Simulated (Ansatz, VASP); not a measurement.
# TaN: VASP beside Ansatz

The input INCAR:

```
ALGO = Normal
EDIFF = 1E-8
ENCUT = 520
GGA = PS
ISIF = 2
ISMEAR = -1
LASPH = True
LCHARG = False
LEFG = True
LREAL = False
LWAVE = False
NBANDS = 15
NELM = 80
PREC = Accurate
SIGMA = 0.02
```

The input KPOINTS:

```
k-points
0
Gamma
  12 12 10
```

POSCAR

```
TaN
1.0
    2.9281727019      0.0000000000      0.0000000000
   -1.4640863509      2.5358719465      0.0000000000
    0.0000000000      0.0000000000      2.8733577875
Ta N
1 1
Direct
    0.3333333333      0.6666666667      0.5000000000
    0.0000000000      0.0000000000      0.0000000000
```

Input for Ansatz:

```yaml
crystal:
  lattice:
    - [2.9281727019, 0.0, 0.0]
    - [-1.4640863509, 2.5358719465, 0.0]
    - [0.0, 0.0, 2.8733577875]
  atoms:
    - { symbol: Ta, position: [0.3333333333, 0.6666666667, 0.5] }
    - { symbol: "N", position: [0.0, 0.0, 0.0] }
kpoints:
  mp_grid: { grid: [12, 12, 10] }
scf:
  occupations: { method: fermi_dirac, width: 0.02 }
hamiltonian:
  xc: pbesol
  pseudopotentials: { kind: paw }
output:
  forces: true
  stress: true
  eigenvalues: true
  efg: { contact_densities: true }
  write_density: true
  write_potential: true
  elf: true
  volumetric_format: npy
```

Change from the starting cell: volume scaled by 0.99, PAW files.

Alike in both runs: task electric field gradients; functional PBEsol; k mesh 12 × 12 × 10; occupations fermi-dirac, width 0.02 eV; no spin polarisation.

```csv
,VASP,Ansatz
version,VASP 6.6.1,Ansatz 0.2.0
potentials or method,"VASP PAW PBE potentials, release 64 (Ta_pv, N)","PAW with Ansatz's default frozen-core files, scalar-relativistic"
plane-wave cutoff (eV),520,420
valence electrons in the cell,16,18
```

Ansatz gave:

| Property | Result |
| --- | --- |
| pressure (GPa) | -1.4 |
| traceless stress, the component that is largest in VASP (GPa) | 0.08 |
| size of Vzz on the site where it differs most (V/Å²) | 50.5 |

Q: Which values does VASP return?

A: Pressure (GPa): -0.5; traceless stress, the component that is largest in VASP (GPa): 0.21; size of Vzz on the site where it differs most (V/Å²): 18.1.

VASP's potentials were made for PBE, not for PBEsol. VASP's potentials hold 16 valence electrons a cell and Ansatz's 18, so a difference there can come from the potentials and not from the codes.

Spin-orbit coupling is off throughout.
